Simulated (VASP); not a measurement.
# Pb (Fm-3m) in VASP: notebook

Pb is run at these levels: PBEsol; tasks: relaxation of cell and atoms.

Program: VASP 6.6.1. These are calculated values, not measurements. Logs are shortened: lines on timing, memory, paths and dates and some standing lists are left out, and cuts for length are marked.

## 1. The cell of the first run

The structure is cubic, space group Fm-3m (No. 225). Conventional cell: a = 4.950 Å, b = 4.950 Å, c = 4.950 Å, α = 90.00°, β = 90.00°, γ = 90.00°. Pb (site symmetry m-3m) has 12 Pb at 3.50 Å within 4.6 Å.

## 2. Relaxation of cell and atoms, PBEsol, target pressure 10 GPa, at which the enthalpy is minimised

File INCAR:

```
PREC = Accurate
ENCUT = 600
EDIFF = 1E-7
ISMEAR = -1
SIGMA = 0.05
LREAL = F
LASPH = T
NELM = 80
ALGO = Normal
ISIF = 3
LWAVE = F
LCHARG = F
GGA = PS
IBRION = 2
NSW = 80
EDIFFG = -0.005
PSTRESS = 100.0
```

File KPOINTS:

```
Automatic mesh
0
Gamma
  9 9 9
```

File POSCAR:

```
Pb
1.0
    0.0000000000      2.4750200000      2.4750200000
    2.4750200000      0.0000000000      2.4750200000
    2.4750200000      2.4750200000      0.0000000000
Pb
1
Direct
    0.0000000000      0.0000000000      0.0000000000
```

Potentials or basis: VASP PAW PBE potentials, release 64 (Pb_d).

Started as:

```bash
cat potpaw_PBE.64/Pb_d/POTCAR > POTCAR
mpirun -np 1 vasp_std > vasp.out
```

OUTCAR:

```text
PREC = Accurate
   ENCUT = 600
   EDIFF = 1E-7
   ISMEAR = -1
   LREAL = F
   LASPH = T
   NELM = 80
   ISIF = 3
   GGA = PS
   IBRION = 2
   NSW = 80
   EDIFFG = -0.005
   PSTRESS = 100.0

 ion  position               nearest neighbor table
   1  0.000  0.000  0.000-

  LATTYP: Found a face centered cubic cell.
 ALAT       =     4.9500400000

  Lattice vectors:

 A1 = (   0.0000000000,   2.4750200000,   2.4750200000)
 A2 = (   2.4750200000,   0.0000000000,   2.4750200000)
 A3 = (   2.4750200000,   2.4750200000,   0.0000000000)

Analysis of symmetry for initial positions (statically):
=====================================================================
 Subroutine PRICEL returns:
 Original cell was already a primitive cell.

 Routine SETGRP: Setting up the symmetry group for a
 face centered cubic supercell.

 Subroutine GETGRP returns: Found 48 space group operations
 (whereof 48 operations were pure point group operations)
 out of a pool of 48 trial point group operations.

The static configuration has the point symmetry O_h .

Analysis of symmetry for dynamics (positions and initial velocities):
=====================================================================
 Subroutine PRICEL returns:
 Original cell was already a primitive cell.

 Routine SETGRP: Setting up the symmetry group for a
 face centered cubic supercell.

 Subroutine GETGRP returns: Found 48 space group operations
 (whereof 48 operations were pure point group operations)
 out of a pool of 48 trial point group operations.

The dynamic configuration has the point symmetry O_h .

 Subroutine INISYM returns: Found 48 space group operations
 (whereof 48 operations are pure point group operations),
 and found     1 'primitive' translations

----------------------------------------------------------------------------------------

                                     Primitive cell

  volume of cell :      30.3226

  direct lattice vectors                    reciprocal lattice vectors
     0.000000000  2.475020000  2.475020000    -0.202018570  0.202018570  0.202018570
     2.475020000  0.000000000  2.475020000     0.202018570 -0.202018570  0.202018570
     2.475020000  2.475020000  0.000000000     0.202018570  0.202018570 -0.202018570

  length of vectors
     3.500206851  3.500206851  3.500206851     0.349906427  0.349906427  0.349906427

  position of ions in fractional coordinates (direct lattice)
     0.000000000  0.000000000  0.000000000

[... 82 lines left out ...]
   ISYM   =      2    0-nonsym 1-usesym 2-fastsym
   POTIM  = 0.5000    time-step for ionic-motion
   TEBEG  =    0.0;   TEEND  =   0.0 temperature during run
   PSTRESS=  100.0 pullay stress
   NELECT =      14.0000    total number of electrons
   NUPDOWN=      -1.0000    fix difference up-down
   EMIN   =  10.00;   EMAX   =-10.00  energy-range for DOS
   EFERMI =   0.00;   METHOD = LEGACY
   ISMEAR =    -1;   SIGMA  =   0.05  broadening in eV -4-tet -1-fermi 0-gaus
   EFERMI_NEDOS =   21; number of points for ismear=-14 and -15
   IALGO  =     38    algorithm
   IMIX   =      4    mixing-type and parameters
     AMIX     =   0.40;   BMIX     =  1.00
     AMIX_MAG =   1.60;   BMIX_MAG =  1.00
  volume/ion in A,a.u.               =      30.32       204.63
  Fermi-wavevector in a.u.,A,eV,Ry     =   1.265306  2.391081 21.782907  1.600999
  Thomas-Fermi vector in A             =   2.398566
   LORBIT       =      0    0 simple, 1 ext, 2 COOP (PROOUT), +10 PAW based schemes
   GGA     = PS    functional components
   LHFCALC =     F    Hartree Fock is set to
   AEXX    =    0.0000 exact exchange contribution
   IVDW    =     0    specifies the selected vdW correction
   LEPSILON=     F    determine dielectric tensor
   LRPA    =     F    only Hartree local field effects (RPA)
 conjugate gradient relaxation of ions
 non-spin polarized calculation
  energy-cutoff  :      600.00
  volume of cell :       30.32
 maximum number of plane-waves:      1022
   NGX = 13   NGY = 13   NGZ = 13

--------------------------------------- Ionic step        1  -------------------------------------------

 number of electron      13.9999999 magnetization

 Free energy of the ion-electron system (eV)
  ---------------------------------------------------
  ext. energy  EPLUGINS =         0.00000000
  ---------------------------------------------------
  free energy    TOTEN  =        -4.01738415 eV

  energy without entropy =       -4.01428211  energy(sigma->0) =       -4.01583313

------------------------ aborting loop because EDIFF is reached ----------------------------------------

  FORCE on cell =-STRESS in cart. coord.  units (eV):
  Direction    XX          YY          ZZ          XY          YZ          ZX
  --------------------------------------------------------------------------------------
  -------------------------------------------------------------------------------------
  Total       -0.1187519     -0.1187519     -0.1187519      0.0000000      0.0000000     -0.0000000
  in kB       -6.2745848     -6.2745848     -6.2745848      0.0000000      0.0000000     -0.0000000
  external PRESSURE =    -106.2745848 kB  Pullay stress =     100.0000000 kB
[... 24 lines left out ...]
--------------------------------------- Ionic step        2  -------------------------------------------

 number of electron      14.0000000 magnetization

 E-fermi :  11.1096     XC(G=0): -11.9036

 val. band max:       11.0993649975   @ k =  -0.2222   0.2222   0.0000
 cond. band min:      11.7015923615   @ k =  -0.4444   0.3333   0.1111
 fundamental gap:      0.6022273641
 Fermi energy:        11.1096118350

 k-point     1 :       0.0000    0.0000    0.0000
  band No.  band energies     occupation
      1      -6.3216      2.00000
      2      -6.3216      2.00000
      3      -6.3216      2.00000
      4      -5.9754      2.00000
      5      -5.9754      2.00000
      6      -3.1926      2.00000
      7      20.8233      0.00000
      8      21.0322      0.00000
      9      21.0322      0.00000
     10      21.0322      0.00000
     11      26.2377      0.00000
[... 506 lines left out ...]
--------------------------------------- Ionic step        7  -------------------------------------------

 number of electron      13.9999998 magnetization

 Free energy of the ion-electron system (eV)
  ---------------------------------------------------
  ext. energy  EPLUGINS =         0.00000000
  ---------------------------------------------------
  free energy    TOTEN  =        -3.90808824 eV

  energy without entropy =       -3.90335659  energy(sigma->0) =       -3.90572241

 E-fermi :   8.7991     XC(G=0): -11.1198

 val. band max:        8.7553709737   @ k =  -0.2222   0.2222   0.0000
 cond. band min:       9.3884265317   @ k =   0.3333   0.3333   0.0000
 fundamental gap:      0.6330555580
 Fermi energy:         8.7990511101

 k-point     1 :       0.0000    0.0000    0.0000
  band No.  band energies     occupation
      1      -8.1513      2.00000
      2      -8.1513      2.00000
      3      -8.1513      2.00000
      4      -7.9242      2.00000
      5      -7.9242      2.00000
      6      -3.9497      2.00000
      7      17.6949      0.00000
      8      17.6949      0.00000
      9      17.6949      0.00000
     10      18.8080      0.00000
     11      22.3340      0.00000
[... 354 lines left out ...]
  energy  without entropy=       -3.9033565870  energy(sigma->0) =       -3.90572241

  enthalpy is  TOTEN    =        -2.2906257939 eV   P V=        1.6174624468

 reached required accuracy - stopping structural energy minimisation
```

CONTCAR:

```text
Pb
   1.00000000000000
     0.0000000000000000    2.3487579567156702    2.3487579567156702
     2.3487579567156702    0.0000000000000000    2.3487579567156702
     2.3487579567156702    2.3487579567156702    0.0000000000000000
  Pb
     1
Direct
     0.0000000000000000    0.0000000000000000    0.0000000000000000

  0.00000000E+00  0.00000000E+00  0.00000000E+00
```

Wall time 99 s (1 thread of Intel Xeon 8259CL, shared host); peak memory 0.17 GiB.

Results:

| Property | Result |
| --- | --- |
| Free energy | -3.9081 eV |
| Relaxed volume | 25.91 Å³/atom |
| Relaxed cell | a = 3.322 Å, b = 3.322 Å, c = 3.322 Å, α = 60.00°, β = 60.00°, γ = 60.00° |
| Space group after relaxing (to 0.05 Å) | Fm-3m (No. 225) |
| Energy change on relaxing (the enthalpy is what falls) | +109.3 meV/atom |
| Ionic steps | 7 |
| Pressure after relaxing | 10.0 GPa |
| Band gap on the k mesh | zero (band 7 reaches 17.69 eV, above the bottom of band 8 at 7.10 eV) |

The path:
| step | energy change (eV) | largest force (eV/Å) | pressure (GPa) | volume (Å³) |
| --- | --- | --- | --- | --- |
| 1 | 0.0000 | 0.0000 | -0.63 | 30.32 |
| 2 | 0.5193 | 0.0000 | 29.07 | 22.32 |
| 3 | 0.1028 | 0.0000 | 9.63 | 26.02 |
| 4 | 0.1080 | 0.0000 | 9.93 | 25.94 |
| 5 | 0.1132 | 0.0000 | 10.22 | 25.85 |
| 6 | 0.1056 | 0.0000 | 9.79 | 25.98 |
| 7 | 0.1093 | 0.0000 | 10.00 | 25.91 |

Final structure:
```cif
data_structure
_symmetry_space_group_name_H-M 'P 1'
_symmetry_Int_Tables_number 1
_cell_length_a 3.3216
_cell_length_b 3.3216
_cell_length_c 3.3216
_cell_angle_alpha 60.000
_cell_angle_beta 60.000
_cell_angle_gamma 60.000
_cell_volume 25.91
loop_
_atom_site_label
_atom_site_type_symbol
_atom_site_fract_x
_atom_site_fract_y
_atom_site_fract_z
_atom_site_occupancy
Pb1 Pb 0.00000 0.00000 0.00000 1
```

Caveat: the cell is relaxed towards a set pressure, so the enthalpy falls and the energy may rise; the PAW data sets were made with another functional, which shifts forces and pressure a little; spin-orbit coupling is left out, which moves the levels of the heavy elements.

## 3. Relaxation of cell and atoms, PBEsol, target pressure 20 GPa, at which the enthalpy is minimised

File INCAR:

```
SYSTEM = Pb
PREC     = Accurate       ! precision mode
ENCUT    = 600            ! plane-wave cutoff, eV
EDIFF    = 1E-6           ! SCF threshold, eV
ISMEAR   = -1             ! smearing method
SIGMA    = 0.05           ! smearing width, eV
LREAL    = .False.        ! projectors in reciprocal space
LASPH    = .True.         ! aspherical terms in the spheres
NELM     = 60             ! most SCF steps
ALGO     = Normal         ! electronic algorithm
ISIF     = 3              ! what is computed and relaxed
LWAVE    = .False.        ! write WAVECAR
LCHARG   = .False.        ! write CHGCAR
GGA      = PS             ! functional
IBRION   = 2              ! ionic algorithm
NSW      = 80             ! ionic steps
EDIFFG   = -0.005         ! ionic threshold
PSTRESS  = 200.0
```

File KPOINTS:

```
regular mesh
0
Gamma
  9 9 9
  0 0 0
```

POSCAR is that of step 2.

Potentials or basis: VASP PAW PBE potentials, release 64 (Pb_d).

Started as:

```bash
cat potpaw_PBE.64/Pb_d/POTCAR > POTCAR
mpirun -np 1 vasp_std > vasp.out
```

OUTCAR:

```text
SYSTEM = Pb
   PREC = Accurate
   ENCUT = 600
   EDIFF = 1E-6
   ISMEAR = -1
   LREAL = .False.
   LASPH = .True.
   NELM = 60
   ISIF = 3
   GGA = PS
   IBRION = 2
   NSW = 80
   EDIFFG = -0.005
   PSTRESS = 200.0

 ion  position               nearest neighbor table
   1  0.000  0.000  0.000-

  LATTYP: Found a face centered cubic cell.
 ALAT       =     4.9500400000

  Lattice vectors:

 A1 = (   0.0000000000,   2.4750200000,   2.4750200000)
 A2 = (   2.4750200000,   0.0000000000,   2.4750200000)
 A3 = (   2.4750200000,   2.4750200000,   0.0000000000)

Analysis of symmetry for initial positions (statically):
[... 5 lines left out ...]
 face centered cubic supercell.

 Subroutine GETGRP returns: Found 48 space group operations
 (whereof 48 operations were pure point group operations)
 out of a pool of 48 trial point group operations.

The static configuration has the point symmetry O_h .

[... 278 lines left out ...]
 k-point     1 :       0.0000    0.0000    0.0000
  band No.  band energies     occupation
      1      -7.2009      2.00000
      2      -7.2009      2.00000
      3      -7.2009      2.00000
      4      -6.9162      2.00000
      5      -6.9162      2.00000
      6      -3.5569      2.00000
      7      19.4389      0.00000
      8      19.4389      0.00000
      9      19.4389      0.00000
     10      19.8604      0.00000
     11      24.3995      0.00000
[... 358 lines left out ...]
--------------------------------------- Ionic step        5  -------------------------------------------

 number of electron      14.0000000 magnetization

 Free energy of the ion-electron system (eV)
  ---------------------------------------------------
  ext. energy  EPLUGINS =         0.00000000
  ---------------------------------------------------
  free energy    TOTEN  =        -3.70544367 eV

  energy without entropy =       -3.70152528  energy(sigma->0) =       -3.70348447

 E-fermi :  10.1194     XC(G=0): -11.5863

 val. band max:       10.0529484065   @ k =   0.4444   0.3333   0.1111
 cond. band min:      10.1210359152   @ k =  -0.2222   0.2222   0.0000
 fundamental gap:      0.0680875087
 Fermi energy:        10.1194216891

 k-point     1 :       0.0000    0.0000    0.0000
  band No.  band energies     occupation
      1      -7.0735      2.00000
      2      -7.0735      2.00000
      3      -7.0735      2.00000
      4      -6.7803      2.00000
      5      -6.7803      2.00000
      6      -3.5044      2.00000
      7      19.6707      0.00000
      8      19.6707      0.00000
      9      19.6707      0.00000
     10      20.0004      0.00000
     11      24.6699      0.00000
[... 354 lines left out ...]
  energy  without entropy=       -3.7015252815  energy(sigma->0) =       -3.70348447

  enthalpy is  TOTEN    =        -0.7481231755 eV   P V=        2.9573204908

 reached required accuracy - stopping structural energy minimisation
```

OSZICAR:

```text
N       E                     dE             d eps       ncg     rms          rms(c)
DAV:   1     0.107517578278E+03    0.10752E+03   -0.79360E+03   776   0.165E+03
DAV:   2     0.800128554967E+00   -0.10672E+03   -0.10443E+03   797   0.344E+02
DAV:   3    -0.391299224665E+01   -0.47131E+01   -0.46578E+01   914   0.822E+01
[... 42 lines left out ...]
DAV:   2    -0.370761632241E+01    0.15755E-01   -0.30567E-02   881   0.429E+00    0.247E-01
DAV:   3    -0.370542361024E+01    0.21927E-02   -0.84428E-03  1017   0.215E+00    0.188E-02
DAV:   4    -0.370542969852E+01   -0.60883E-05   -0.11240E-04   799   0.125E-01    0.108E-02
DAV:   5    -0.370544383316E+01   -0.14135E-04   -0.45548E-05   819   0.605E-02    0.516E-03
DAV:   6    -0.370544366636E+01    0.16679E-06   -0.17116E-06   859   0.228E-02
   5 F= -.74812318E+00 E0= -.74616398E+00  d E =-.515910E+00
```

CONTCAR:

```text
Pb
   1.00000000000000
     0.0000000000000000    2.2795528272949617    2.2795528272949617
     2.2795528272949617   -0.0000000000000000    2.2795528272949617
     2.2795528272949617    2.2795528272949617   -0.0000000000000000
  Pb
     1
Direct
     0.0000000000000000    0.0000000000000000    0.0000000000000000

  0.00000000E+00  0.00000000E+00  0.00000000E+00
```

It took 78 s on 1 thread of Intel Xeon 8259CL, shared host; peak memory 0.18 GiB.

What came out:

- Free energy: -3.7054 eV
- Relaxed volume: 23.69 Å³/atom
- Relaxed cell: a = 3.224 Å, b = 3.224 Å, c = 3.224 Å, α = 60.00°, β = 60.00°, γ = 60.00°
- Space group after relaxing (to 0.05 Å): Fm-3m (No. 225)
- Energy change on relaxing (the enthalpy is what falls): +311.9 meV/atom
- Ionic steps: 5
- Pressure after relaxing: 20.0 GPa
- Band gap on the k mesh: zero (band 7 reaches 19.67 eV, above the bottom of band 8 at 8.12 eV)

The path:
```csv
step,energy change (eV),largest force (eV/Å),pressure (GPa),volume (Å³)
1,0.0000,0.0000,-0.64,30.32
2,3.1557,0.0000,133.89,16.21
3,0.2390,0.0000,16.60,24.33
4,0.2824,0.0000,18.65,23.94
5,0.3119,0.0000,20.01,23.69
```

Final structure:
```xyz
1
Lattice="0.0000 2.2796 2.2796 2.2796 0.0000 2.2796 2.2796 2.2796 0.0000" Properties=species:S:1:pos:R:3 pbc="T T T"
Pb    0.0000    0.0000    0.0000
```

Caveat: the cell is relaxed towards a set pressure, so the enthalpy falls and the energy may rise; the volume moved by over 15 % at a fixed basis, so the end points are rough; the PAW data sets were made with another functional, which shifts forces and pressure a little; spin-orbit coupling is left out, which moves the levels of the heavy elements.
